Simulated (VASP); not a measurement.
# BeTe (F-43m) in VASP: a series of runs, part 2 of 2

VASP 6.6.1.

## Step 4: Single point, HSE06 (strain +3.0%)

Contents of POSCAR:

```
BeTe
1.0
    0.0000000000      2.9134823342      2.9134823342
    2.9134823342      0.0000000000      2.9134823342
    2.9134823342      2.9134823342      0.0000000000
Be Te
1 1
Direct
    0.0000000000      0.0000000000      0.0000000000
    0.2500000000      0.2500000000      0.2500000000
```

Contents of INCAR.step1:

```
ALGO = Normal
EDIFF = 1E-5
ENCUT = 520
GGA = PE
ISIF = 2
ISMEAR = 0
LASPH = True
LREAL = False
LWAVE = True
NBANDS = 11
NELM = 80
PREC = Accurate
SIGMA = 0.01
```

Contents of INCAR.step2:

```
ALGO = Normal
EDIFF = 1E-6
ENCUT = 520
GGA = PE
HFSCREEN = 0.2079
ISIF = 2
ISMEAR = 0
ISTART = 1
LASPH = True
LCHARG = True
LELF = True
LHFCALC = True
LREAL = False
LVHAR = True
LWAVE = False
NBANDS = 11
NELM = 80
PREC = Accurate
PRECFOCK = Normal
SIGMA = 0.01
```

Contents of KPOINTS:

```
k-points
0
Gamma
  6 6 6
```

Potentials or basis: VASP PAW PBE potentials, release 64 (Be, Te).

Started as:

```console
$ cat potpaw_PBE.64/Be/POTCAR potpaw_PBE.64/Te/POTCAR > POTCAR
$ cp INCAR.step1 INCAR
$ mpirun -np 1 vasp_std > vasp.out
$ cp INCAR.step2 INCAR
$ mpirun -np 1 vasp_std > vasp.out
```

OUTCAR:

```text
EDIFF = 1E-6
   ENCUT = 520
   GGA = PE
   HFSCREEN = 0.2079
   ISIF = 2
   ISMEAR = 0
   ISTART = 1
   LASPH = True
   LHFCALC = True
   LREAL = False
   NELM = 80
   PREC = Accurate
   PRECFOCK = Normal

 ion  position               nearest neighbor table
   1  0.000  0.000  0.000-   2 2.52   2 2.52   2 2.52   2 2.52
   2  0.250  0.250  0.250-   1 2.52   1 2.52   1 2.52   1 2.52

  LATTYP: Found a face centered cubic cell.
 ALAT       =     5.8269646684

  Lattice vectors:

 A1 = (   0.0000000000,   2.9134823342,   2.9134823342)
 A2 = (   2.9134823342,   0.0000000000,   2.9134823342)
 A3 = (   2.9134823342,   2.9134823342,   0.0000000000)

Analysis of symmetry for initial positions (statically):
=====================================================================
 Subroutine PRICEL returns:
 Original cell was already a primitive cell.

 Routine SETGRP: Setting up the symmetry group for a
 face centered cubic supercell.

 Subroutine GETGRP returns: Found 24 space group operations
 (whereof 24 operations were pure point group operations)
 out of a pool of 48 trial point group operations.

The static configuration has the point symmetry T_d .

Analysis of symmetry for dynamics (positions and initial velocities):
=====================================================================
 Subroutine PRICEL returns:
 Original cell was already a primitive cell.

 Routine SETGRP: Setting up the symmetry group for a
 face centered cubic supercell.

 Subroutine GETGRP returns: Found 24 space group operations
 (whereof 24 operations were pure point group operations)
 out of a pool of 48 trial point group operations.

The dynamic configuration has the point symmetry T_d .

 Subroutine INISYM returns: Found 24 space group operations
 (whereof 24 operations are pure point group operations),
 and found     1 'primitive' translations

----------------------------------------------------------------------------------------

                                     Primitive cell

  volume of cell :      49.4615

  direct lattice vectors                    reciprocal lattice vectors
     0.000000000  2.913482334  2.913482334    -0.171615937  0.171615937  0.171615937
     2.913482334  0.000000000  2.913482334     0.171615937 -0.171615937  0.171615937
     2.913482334  2.913482334  0.000000000     0.171615937  0.171615937 -0.171615937

  length of vectors
     4.120286231  4.120286231  4.120286231     0.297247522  0.297247522  0.297247522

  position of ions in fractional coordinates (direct lattice)
     0.000000000  0.000000000  0.000000000
     0.250000000  0.250000000  0.250000000

  ion indices of the primitive-cell ions
   primitive index   ion index
                 1           1
                 2           2

----------------------------------------------------------------------------------------

 KPOINTS: k-points

Automatic generation of k-mesh.
 Grid dimensions read from file:
 generate k-points for:    6    6    6

 Generating k-lattice:

  Cartesian coordinates                     Fractional coordinates (reciprocal lattice)
    -0.028602656  0.028602656  0.028602656     0.166666667  0.000000000  0.000000000
[... 38 lines left out ...]
   NGX,Y,Z   is equivalent  to a cutoff of  12.91, 12.91, 12.91 a.u.
   NGXF,Y,Z  is equivalent  to a cutoff of  25.82, 25.82, 25.82 a.u.
 SYSTEM =  unknown system
   PREC   = accura    normal or accurate (medium, high low for compatibility)
   ISTART =      1    job   : 0-new  1-cont  2-samecut
   ICHARG =      0    charge: 1-file 2-atom 10-const
   ISPIN  =      1    spin polarized calculation?
   LNONCOLLINEAR =      F non collinear calculations
   LSORBIT =      F    spin-orbit coupling
   LASPH  =      T    aspherical Exc in radial PAW
   ENCUT  =  520.0 eV  38.22 Ry    6.18 a.u.   7.66  7.66  7.66*2*pi/ulx,y,z
   NELM   =     80;   NELMIN=  2; NELMDL=  0     # of ELM steps
   EDIFF  = 0.1E-05   stopping-criterion for ELM
   LREAL  =      F    real-space projection
   EDIFFG = 0.1E-04   stopping-criterion for IOM
   NSW    =      0    number of steps for IOM
   IBRION =     -1    ionic relax: 0-MD 1-quasi-New 2-CG
   NFREE  =      0    steps in history (QN), initial steepest desc. (CG)
   ISIF   =      2    stress and relaxation
   ISYM   =      3    0-nonsym 1-usesym 2-fastsym
   POTIM  = 0.5000    time-step for ionic-motion
   TEBEG  =    0.0;   TEEND  =   0.0 temperature during run
   PSTRESS=    0.0 pullay stress
   NELECT =       8.0000    total number of electrons
   NUPDOWN=      -1.0000    fix difference up-down
   EMIN   =  10.00;   EMAX   =-10.00  energy-range for DOS
   EFERMI =   0.00;   METHOD = LEGACY
   ISMEAR =     0;   SIGMA  =   0.01  broadening in eV -4-tet -1-fermi 0-gaus
   EFERMI_NEDOS =   21; number of points for ismear=-14 and -15
   IALGO  =     38    algorithm
   IMIX   =      1    mixing-type and parameters
     AMIX     =   0.40;   BMIX     =  1.00
     AMIX_MAG =   1.60;   BMIX_MAG =  1.00
  volume/ion in A,a.u.               =      24.73       166.89
  Fermi-wavevector in a.u.,A,eV,Ry     =   0.891968  1.685574 10.824881  0.795606
  Thomas-Fermi vector in A             =   2.013856
   LORBIT       =      0    0 simple, 1 ext, 2 COOP (PROOUT), +10 PAW based schemes
   GGA     = PE    functional components
   LHFCALC =     T    Hartree Fock is set to
   PRECFOCK=normal    Normal, Fast or Accurate (Low or Medium for compatibility)
   ENCUT4O =  -1.0   cutoff for four orbital integrals eV
   NKREDX  =     1    reduce k-point grid by
   NKREDY  =     1    reduce k-point grid by
   NKREDZ  =     1    reduce k-point grid by
   AEXX    =    0.2500 exact exchange contribution
   HFSCREEN=    0.2079 screening length (either q_TF or 0.3 A-1)
   HFSCREENC=   0.2079 screening length for correlation (either q_TF or 0.3 A-1)
   ENCUTFOCK=  -1.0 apply spherical cutoff to Coloumb kernel
   IVDW    =     0    specifies the selected vdW correction
   LEPSILON=     F    determine dielectric tensor
   LRPA    =     F    only Hartree local field effects (RPA)
 non-spin polarized calculation
 Gauss-broadening in eV      SIGMA  =   0.01
  energy-cutoff  :      520.00
  volume of cell :       49.46
 maximum number of plane-waves:      1363
 NGX is ok and might be reduce to    32
  NGX = 24; NGY = 24; NGZ = 24

 number of electron       8.0000000 magnetization

 Free energy of the ion-electron system (eV)
  ---------------------------------------------------
  ext. energy  EPLUGINS =         0.00000000
  ---------------------------------------------------
  free energy    TOTEN  =        -8.66616148 eV

  energy without entropy =       -8.66616148  energy(sigma->0) =       -8.66616148

 E-fermi :   3.6394     XC(G=0):  -7.2479

 val. band max:        3.5299887855   @ k =   0.0000   0.0000   0.0000
 cond. band min:       6.4099971098   @ k =   0.5000   0.5000   0.0000
 fundamental gap:      2.8800083243
 Fermi energy:         3.6394446253

 k-point     1 :       0.0000    0.0000    0.0000
  band No.  band energies     occupation
      1      -9.2382      2.00000
      2       3.5300      2.00000
      3       3.5300      2.00000
      4       3.5300      2.00000
      5       7.3875      0.00000
      6       8.0741      0.00000
      7       8.0741      0.00000
      8       8.0741      0.00000
      9      12.6902      0.00000
     10      14.5881      0.00000
     11      14.5881      0.00000
[... 197 lines left out ...]
 k-point    16 :      -0.3333    0.5000    0.1667
  band No.  band energies     occupation
      1      -7.5093      2.00000
      2      -1.2473      2.00000
      3       0.3467      2.00000
      4       0.6738      2.00000
      5       8.0538      0.00000
      6       8.6179      0.00000
      7      11.5735      0.00000
      8      11.8727      0.00000
      9      15.2071      0.00000
     10      15.7958      0.00000
     11      17.1260      0.00000

------------------------ aborting loop because EDIFF is reached ----------------------------------------

  FORCE on cell =-STRESS in cart. coord.  units (eV):
  Direction    XX          YY          ZZ          XY          YZ          ZX
  --------------------------------------------------------------------------------------
  -------------------------------------------------------------------------------------
  Total       -1.6092138     -1.6092138     -1.6092138     -0.0000000     -0.0000000      0.0000000
  in kB      -52.1263317    -52.1263317    -52.1263317     -0.0000000     -0.0000000      0.0000000
  external PRESSURE =     -52.1263317 kB  Pullay stress =       0.0000000 kB

 VOLUME and BASIS-vectors are now :
 -----------------------------------------------------------------------------
  energy-cutoff  :      520.00
  volume of cell :       49.46
      direct lattice vectors                 reciprocal lattice vectors
     0.000000000  2.913482334  2.913482334    -0.171615937  0.171615937  0.171615937
     2.913482334  0.000000000  2.913482334     0.171615937 -0.171615937  0.171615937
     2.913482334  2.913482334  0.000000000     0.171615937  0.171615937 -0.171615937

 POSITION                                       TOTAL-FORCE (eV/Angst)
 -----------------------------------------------------------------------------------
      0.00000      0.00000      0.00000        -0.000000      0.000000     -0.000000
      1.45674      1.45674      1.45674         0.000000     -0.000000      0.000000
 -----------------------------------------------------------------------------------
    total drift:                                0.000000      0.000000      0.000000

  FREE ENERGIE OF THE ION-ELECTRON SYSTEM (eV)
  ---------------------------------------------------
  free  energy   TOTEN  =        -8.6661614796 eV

  energy  without entropy=       -8.6661614796  energy(sigma->0) =       -8.66616148
```

OSZICAR.step1:

```text
N       E                     dE             d eps       ncg     rms          rms(c)
DAV:   1     0.177574903514E+02    0.17757E+02   -0.30105E+03   352   0.558E+02
DAV:   2    -0.653697822133E+01   -0.24294E+02   -0.22869E+02   448   0.904E+01
DAV:   3    -0.762195340922E+01   -0.10850E+01   -0.10829E+01   465   0.202E+01
DAV:   4    -0.763435529170E+01   -0.12402E-01   -0.12401E-01   423   0.234E+00
DAV:   5    -0.763466956317E+01   -0.31427E-03   -0.31427E-03   433   0.357E-01    0.353E+00
DAV:   6    -0.758335441628E+01    0.51315E-01   -0.51734E-02   412   0.915E-01    0.215E+00
DAV:   7    -0.756655859862E+01    0.16796E-01   -0.64981E-02   397   0.113E+00    0.287E-01
DAV:   8    -0.756737584775E+01   -0.81725E-03   -0.40396E-03   394   0.352E-01    0.560E-02
DAV:   9    -0.756761617004E+01   -0.24032E-03   -0.25818E-04   422   0.941E-02    0.194E-02
DAV:  10    -0.756766726305E+01   -0.51093E-04   -0.60237E-05   397   0.394E-02    0.111E-02
DAV:  11    -0.756767125973E+01   -0.39967E-05   -0.43368E-06   423   0.121E-02
   1 F= -.75676713E+01 E0= -.75676713E+01  d E =-.624430E-62
```

Wall time 8 min (1 thread of AMD EPYC 9R45 (Zen 5), shared host); peak memory 0.27 GiB.

Results:

```yaml
Free_energy: -8.6662 eV
Pressure: -5.2 GPa
Band_gap_on_the_k_mesh: 2.88 eV (least direct gap 3.86 eV)
```

Caveat: the cell differs from its parent crystal (strain +3.0%); the cell stands under tension; the PAW data sets were made with another functional, which shifts forces and pressure a little; spin-orbit coupling is left out, which moves the levels of the heavy elements.

## Step 5: Single point, HSE06 (strain +4.0%)

Contents of POSCAR:

```
BeTe
1.0
    0.0000000000      2.9417685705      2.9417685705
    2.9417685705      0.0000000000      2.9417685705
    2.9417685705      2.9417685705      0.0000000000
Be Te
1 1
Direct
    0.0000000000      0.0000000000      0.0000000000
    0.2500000000      0.2500000000      0.2500000000
```

Contents of INCAR.step1:

```
PREC = Accurate ; ENCUT = 520
EDIFF = 1E-5 ; ISMEAR = 0
SIGMA = 0.01 ; LREAL = F
LASPH = T ; NELM = 60
ALGO = Normal ; ISIF = 2
LWAVE = T ; LCHARG = F
NBANDS = 11 ; GGA = PE
```

Contents of INCAR.step2:

```
PREC = Accurate ; ENCUT = 520
EDIFF = 1E-7 ; ISMEAR = 0
SIGMA = 0.01 ; LREAL = F
LASPH = T ; NELM = 60
ALGO = Normal ; ISIF = 2
LWAVE = F ; LCHARG = F
GGA = PE ; LHFCALC = T
HFSCREEN = 0.2079 ; PRECFOCK = Normal
NBANDS = 11 ; ISTART = 1
```

Contents of KPOINTS:

```
regular mesh
0
Gamma
  6 6 6
```

Started as:

```console
$ cat potpaw_PBE.64/Be/POTCAR potpaw_PBE.64/Te/POTCAR > POTCAR
$ cp INCAR.step1 INCAR
$ mpirun -np 1 vasp_std > vasp.out
$ cp INCAR.step2 INCAR
$ mpirun -np 1 vasp_std > vasp.out
```

It took 35 min on 1 thread of Intel Xeon 8259CL, shared host; peak memory 0.3 GiB.

Results (log left out):

```yaml
Free_energy: -8.6140 eV
Pressure: -6.3 GPa
Band_gap_on_the_k_mesh: 2.94 eV (least direct gap 3.66 eV)
```

Levels at points of the mesh, in eV from the valence-band top:
```tsv
k point	band 2	band 3	band 4	band 5	band 6	band 7
(0.00, 0.00, 0.00)	0.00	0.00	0.00	3.66	4.56	4.56
(0.50, 0.00, 0.00)	-5.25	-1.01	-1.01	3.48	5.51	5.51
(0.50, 0.50, 0.00)	-4.94	-2.39	-2.39	2.94	3.52	10.21
```

Caveat: the cell differs from its parent crystal (strain +4.0%); the cell stands under tension; the PAW data sets were made with another functional, which shifts forces and pressure a little; spin-orbit coupling is left out, which moves the levels of the heavy elements. A k mesh can miss the band edges.

## Step 6: Summary

```csv
cell,gap on the mesh (eV),pressure (GPa)
"a = 4.040 Å, angles 60.0°, 2 atoms",2.75,-2.6
"a = 4.080 Å, angles 60.0°, 2 atoms",2.82,-4.0
"a = 4.120 Å, angles 60.0°, 2 atoms",2.88,-5.2
"a = 4.160 Å, angles 60.0°, 2 atoms",2.94,-6.3
```

Alike in all rows: task single point; level HSE06; potentials or basis VASP PAW PBE potentials, release 64 (Be, Te); no spin polarisation; k mesh 6 × 6 × 6; cutoff (eV) 520; smearing gaussian 0.01 eV.

Caveats: the PAW data sets were made with another functional, which shifts forces and pressure a little; spin-orbit coupling is left out, which moves the levels of the heavy elements; the cell stands under tension (at least some runs).

Total energies depend on the potentials used, so only differences within one code and one set of settings carry meaning.
